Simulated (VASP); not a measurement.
# ZrB2 (Pmmn) in VASP: single point with PBE

Aim: the single point of ZrB2 with PBE.

Everything below comes from runs of VASP 6.6.1. Logs are shortened: lines on timing, memory, paths and dates and some standing lists are left out, and cuts for length are marked.

## Step 1: The cell of the first run

It takes space group Pmmn (No. 59, orthorhombic). The conventional cell has a = 3.073 Å, b = 5.056 Å, c = 4.616 Å, α = 90.00°, β = 90.00°, γ = 90.00°. Within 3.2 Å of Zr (site symmetry mm2) lie 8 B at 2.39 to 2.60 Å and 6 Zr at 3.07 to 3.14 Å. Within 2.6 Å of B (site symmetry m) lie 3 B at 1.85 to 1.88 Å and 4 Zr at 2.39 to 2.60 Å.

## Step 2: Single point, PBE

Input file INCAR:

```
SYSTEM = ZrB2
ALGO = Normal ; EDIFF = 1E-6
ENCUT = 520 ; GGA = PE
ISIF = 2 ; ISMEAR = 0
LASPH = .True. ; LCHARG = .False.
LREAL = .False. ; LWAVE = .False.
NBANDS = 27 ; NELM = 80
PREC = Accurate ; SIGMA = 0.1
```

Input file KPOINTS:

```
k-points
0
Gamma
  12 8 8
  0 0 0
```

Input file POSCAR:

```
ZrB2
1.0
    3.0728220708      0.0000000000      0.0000000000
    0.0000000000      5.0557585233      0.0000000000
    0.0000000000      0.0000000000      4.6160823209
Zr B
2 4
Direct
    0.0000000000      0.0000000000      0.8851920246
    0.5000000000      0.5000000000      0.1148079754
    0.0000000000      0.8168266510      0.4074892693
    0.0000000000      0.1831733490      0.4074892693
    0.5000000000      0.3168266510      0.5925107307
    0.5000000000      0.6831733490      0.5925107307
```

Potentials or basis: VASP PAW PBE potentials, release 64 (Zr_sv, B).

Command:

```sh
$ cat potpaw_PBE.64/Zr_sv/POTCAR potpaw_PBE.64/B/POTCAR > POTCAR
$ mpirun -np 1 vasp_std > vasp.out
```

OUTCAR:

```text
SYSTEM = ZrB2
   EDIFF = 1E-6
   ENCUT = 520
   GGA = PE
   ISIF = 2
   ISMEAR = 0
   LASPH = .True.
   LREAL = .False.
   NELM = 80
   PREC = Accurate

 ion  position               nearest neighbor table
   1  0.000  0.000  0.885-   3 2.39   4 2.39   3 2.58   4 2.58   5 2.60   6 2.60   5 2.60   6 2.60
                             2 3.14   2 3.14   2 3.14   2 3.14
   2  0.500  0.500  0.115-   5 2.39   6 2.39   5 2.58   6 2.58   3 2.60   4 2.60   3 2.60   4 2.60
                             1 3.14   1 3.14   1 3.14   1 3.14
   3  0.000  0.817  0.407-   4 1.85   6 1.88   6 1.88   1 2.39   1 2.58   2 2.60   2 2.60
   4  0.000  0.183  0.407-   3 1.85   5 1.88   5 1.88   1 2.39   1 2.58   2 2.60   2 2.60
   5  0.500  0.317  0.593-   6 1.85   4 1.88   4 1.88   2 2.39   2 2.58   1 2.60   1 2.60
   6  0.500  0.683  0.593-   5 1.85   3 1.88   3 1.88   2 2.39   2 2.58   1 2.60   1 2.60

  LATTYP: Found a simple orthorhombic cell.
 ALAT       =     3.0728220708
 B/A-ratio  =     1.5022289656
 C/A-ratio  =     1.6453144396

  Lattice vectors:

 A1 = (  -3.0728220708,   0.0000000000,   0.0000000000)
 A2 = (   0.0000000000,   0.0000000000,   4.6160823209)
 A3 = (   0.0000000000,   5.0557585233,   0.0000000000)

Analysis of symmetry for initial positions (statically):
=====================================================================
 Subroutine PRICEL returns:
 Original cell was already a primitive cell.

 Routine SETGRP: Setting up the symmetry group for a
 simple orthorhombic supercell.

 Subroutine GETGRP returns: Found  8 space group operations
 (whereof  4 operations were pure point group operations)
 out of a pool of  8 trial point group operations.

The static configuration has the point symmetry C_2v.
 The point group associated with its full space group is D_2h.

Analysis of symmetry for dynamics (positions and initial velocities):
=====================================================================
 Subroutine PRICEL returns:
 Original cell was already a primitive cell.

 Routine SETGRP: Setting up the symmetry group for a
 simple orthorhombic supercell.

 Subroutine GETGRP returns: Found  8 space group operations
 (whereof  4 operations were pure point group operations)
 out of a pool of  8 trial point group operations.

The dynamic configuration has the point symmetry C_2v.
 The point group associated with its full space group is D_2h.

 Subroutine INISYM returns: Found  8 space group operations
 (whereof  4 operations are pure point group operations),
 and found     1 'primitive' translations

----------------------------------------------------------------------------------------

                                     Primitive cell

  volume of cell :      71.7129

  direct lattice vectors                    reciprocal lattice vectors
     3.072822071  0.000000000  0.000000000     0.325433747  0.000000000  0.000000000
     0.000000000  5.055758523  0.000000000     0.000000000  0.197794257  0.000000000
     0.000000000  0.000000000  4.616082321     0.000000000  0.000000000  0.216633918

  length of vectors
     3.072822071  5.055758523  4.616082321     0.325433747  0.197794257  0.216633918

  position of ions in fractional coordinates (direct lattice)
     0.000000000  0.000000000  0.885192025
     0.500000000  0.500000000  0.114807975
     0.000000000  0.816826651  0.407489269
     0.000000000  0.183173349  0.407489269
     0.500000000  0.316826651  0.592510731
     0.500000000  0.683173349  0.592510731

  ion indices of the primitive-cell ions
   primitive index   ion index
                 1           1
                 2           2
                 3           3
                 4           4
                 5           5
                 6           6

----------------------------------------------------------------------------------------

 KPOINTS: k-points

Automatic generation of k-mesh.
 Grid dimensions read from file:
 generate k-points for:   12    8    8

 Generating k-lattice:

  Cartesian coordinates                     Fractional coordinates (reciprocal lattice)
     0.027119479  0.000000000  0.000000000     0.083333333  0.000000000  0.000000000
     0.000000000  0.024724282  0.000000000     0.000000000  0.125000000  0.000000000
     0.000000000  0.000000000  0.027079240     0.000000000  0.000000000  0.125000000

  Length of vectors
     0.027119479  0.024724282  0.027079240

  Shift w.r.t. Gamma in fractional coordinates (k-lattice)
     0.000000000  0.000000000  0.000000000

 Subroutine IBZKPT returns following result:
 ===========================================

 Found    175 irreducible k-points:

 Following reciprocal coordinates:
            Coordinates               Weight
  0.000000  0.000000  0.000000      1.000000
  0.083333  0.000000  0.000000      2.000000
  0.166667  0.000000  0.000000      2.000000
  0.250000  0.000000  0.000000      2.000000
  0.333333  0.000000  0.000000      2.000000
  0.416667  0.000000  0.000000      2.000000
[... 16 lines left out ...]
  0.083333  0.375000  0.000000      4.000000
  0.166667  0.375000  0.000000      4.000000
 [... further k-points ...]
   k-points           NKPTS =    175   k-points in BZ     NKDIM =    175   number of bands    NBANDS=     27
   number of dos      NEDOS =    301   number of ions     NIONS =      6
   total plane-waves  NPLWV =  34560
   dimension x,y,z NGX =    24 NGY =   40 NGZ =   36
   dimension x,y,z NGXF=    48 NGYF=   80 NGZF=   72
   ions per type =               2   4
   NGX,Y,Z   is equivalent  to a cutoff of  12.98, 13.15, 12.97 a.u.
   NGXF,Y,Z  is equivalent  to a cutoff of  25.97, 26.31, 25.93 a.u.
 SYSTEM =  ZrB2
   PREC   = accura    normal or accurate (medium, high low for compatibility)
   ISTART =      0    job   : 0-new  1-cont  2-samecut
   ICHARG =      2    charge: 1-file 2-atom 10-const
   ISPIN  =      1    spin polarized calculation?
   LNONCOLLINEAR =      F non collinear calculations
   LSORBIT =      F    spin-orbit coupling
   LASPH  =      T    aspherical Exc in radial PAW
   ENCUT  =  520.0 eV  38.22 Ry    6.18 a.u.   5.71  9.40  8.58*2*pi/ulx,y,z
   NELM   =     80;   NELMIN=  2; NELMDL= -5     # of ELM steps
   EDIFF  = 0.1E-05   stopping-criterion for ELM
   LREAL  =      F    real-space projection
   EDIFFG = 0.1E-04   stopping-criterion for IOM
   NSW    =      0    number of steps for IOM
   IBRION =     -1    ionic relax: 0-MD 1-quasi-New 2-CG
   NFREE  =      0    steps in history (QN), initial steepest desc. (CG)
   ISIF   =      2    stress and relaxation
   ISYM   =      2    0-nonsym 1-usesym 2-fastsym
   POTIM  = 0.5000    time-step for ionic-motion
   TEBEG  =    0.0;   TEEND  =   0.0 temperature during run
   PSTRESS=    0.0 pullay stress
   NELECT =      36.0000    total number of electrons
   NUPDOWN=      -1.0000    fix difference up-down
   EMIN   =  10.00;   EMAX   =-10.00  energy-range for DOS
   EFERMI =   0.00;   METHOD = LEGACY
   ISMEAR =     0;   SIGMA  =   0.10  broadening in eV -4-tet -1-fermi 0-gaus
   EFERMI_NEDOS =   21; number of points for ismear=-14 and -15
   IALGO  =     38    algorithm
   IMIX   =      4    mixing-type and parameters
     AMIX     =   0.40;   BMIX     =  1.00
     AMIX_MAG =   1.60;   BMIX_MAG =  1.00
  volume/ion in A,a.u.               =      11.95        80.66
  Fermi-wavevector in a.u.,A,eV,Ry     =   1.301098  2.458718 23.032693  1.692855
  Thomas-Fermi vector in A             =   2.432254
   LORBIT       =      0    0 simple, 1 ext, 2 COOP (PROOUT), +10 PAW based schemes
   GGA     = PE    functional components
   LHFCALC =     F    Hartree Fock is set to
   AEXX    =    0.0000 exact exchange contribution
   IVDW    =     0    specifies the selected vdW correction
   LEPSILON=     F    determine dielectric tensor
   LRPA    =     F    only Hartree local field effects (RPA)
 non-spin polarized calculation
 Gauss-broadening in eV      SIGMA  =   0.10
  energy-cutoff  :      520.00
  volume of cell :       71.71
 maximum number of plane-waves:      1956
 NGX is ok and might be reduce to    24
   NGX = 11   NGY = 19   NGZ = 17

 number of electron      36.0000000 magnetization

 Free energy of the ion-electron system (eV)
  ---------------------------------------------------
  ext. energy  EPLUGINS =         0.00000000
  ---------------------------------------------------
  free energy    TOTEN  =       -44.43269971 eV

  energy without entropy =      -44.41461149  energy(sigma->0) =      -44.42365560

 E-fermi :   7.6560     XC(G=0): -11.6267

 val. band max:        7.6558206521   @ k =   0.0000   0.3750   0.0000
 cond. band min:       7.6638512083   @ k =   0.2500   0.1250   0.1250
 fundamental gap:      0.0080305562
 Fermi energy:         7.6560300483

 k-point     1 :       0.0000    0.0000    0.0000
  band No.  band energies     occupation
      1     -40.3886      2.00000
      2     -40.2649      2.00000
      3     -18.8941      2.00000
      4     -18.4242      2.00000
      5     -18.4101      2.00000
      6     -18.1710      2.00000
[... 19 lines left out ...]
     26      13.9264      0.00000
     27      15.2241      0.00000

 k-point     2 :       0.0833    0.0000    0.0000
  band No.  band energies     occupation
      1     -40.3813      2.00000
      2     -40.2617      2.00000
      3     -18.8751      2.00000
      4     -18.4195      2.00000
      5     -18.4098      2.00000
      6     -18.2155      2.00000
[... 19 lines left out ...]
     26      14.0637      0.00000
     27      15.2488      0.00000

 k-point     3 :       0.1667    0.0000    0.0000
  band No.  band energies     occupation
      1     -40.3609      2.00000
      2     -40.2534      2.00000
      3     -18.8204      2.00000
      4     -18.4370      2.00000
      5     -18.4125      2.00000
      6     -18.3063      2.00000
[... 594 lines left out ...]
      1     -40.3447      2.00000
      2     -40.2989      2.00000
      3     -18.7372      2.00000
      4     -18.5598      2.00000
      5     -18.3341      2.00000
      6     -18.2320      2.00000
[... 19 lines left out ...]
     26      13.8756      0.00000
     27      15.1359      0.00000

 k-point    24 :       0.1667    0.3750    0.0000
  band No.  band energies     occupation
      1     -40.3279      2.00000
      2     -40.2868      2.00000
      3     -18.7170      2.00000
      4     -18.5598      2.00000
      5     -18.3790      2.00000
      6     -18.2993      2.00000
[... 19 lines left out ...]
     26      13.9228      0.00000
     27      15.4689      0.00000

 [... further k-points ...]

------------------------ aborting loop because EDIFF is reached ----------------------------------------

  FORCE on cell =-STRESS in cart. coord.  units (eV):
  Direction    XX          YY          ZZ          XY          YZ          ZX
  --------------------------------------------------------------------------------------
  -------------------------------------------------------------------------------------
  Total        0.0176669      0.0237630      0.0577425      0.0000000      0.0000000      0.0000000
  in kB        0.3947055      0.5309015      1.2900577      0.0000000      0.0000000      0.0000000
  external PRESSURE =       0.7385549 kB  Pullay stress =       0.0000000 kB

 VOLUME and BASIS-vectors are now :
 -----------------------------------------------------------------------------
  energy-cutoff  :      520.00
  volume of cell :       71.71
      direct lattice vectors                 reciprocal lattice vectors
     3.072822071  0.000000000  0.000000000     0.325433747  0.000000000  0.000000000
     0.000000000  5.055758523  0.000000000     0.000000000  0.197794257  0.000000000
     0.000000000  0.000000000  4.616082321     0.000000000  0.000000000  0.216633918

 POSITION                                       TOTAL-FORCE (eV/Angst)
 -----------------------------------------------------------------------------------
      0.00000      0.00000      4.08612         0.000000      0.000000      0.006571
      1.53641      2.52788      0.52996         0.000000      0.000000     -0.006571
      0.00000      4.12968      1.88100         0.000000     -0.003001     -0.002408
      0.00000      0.92608      1.88100         0.000000      0.003001     -0.002408
      1.53641      1.60180      2.73508         0.000000     -0.003001      0.002408
      1.53641      3.45396      2.73508         0.000000      0.003001      0.002408
 -----------------------------------------------------------------------------------
    total drift:                                0.000000      0.000000      0.000000

  FREE ENERGIE OF THE ION-ELECTRON SYSTEM (eV)
  ---------------------------------------------------
  free  energy   TOTEN  =       -44.4326997122 eV

  energy  without entropy=      -44.4146114932  energy(sigma->0) =      -44.42365560
```

Run time: 5.3 min. Hardware: 1 thread of AMD EPYC 7R13 (Zen 3), shared host; peak memory 0.35 GiB.

What came out:

| Property | Result |
| --- | --- |
| Free energy | -44.4327 eV |
| Pressure | 0.1 GPa |
| Largest force | 0.007 eV/Å |
| Band gap on the k mesh | zero (bands 18 and 19 overlap by 1.46 eV) |

Forces in eV/Å, atoms in the order of the input:
```
Zr   0.000  0.000  0.007
Zr   0.000  0.000 -0.007
B    0.000 -0.003 -0.002
B    0.000  0.003 -0.002
B    0.000 -0.003  0.002
B    0.000  0.003  0.002
```

Stress tensor (GPa, compression positive):
```
0.04 0.00 0.00
0.00 0.05 0.00
0.00 0.00 0.13
```
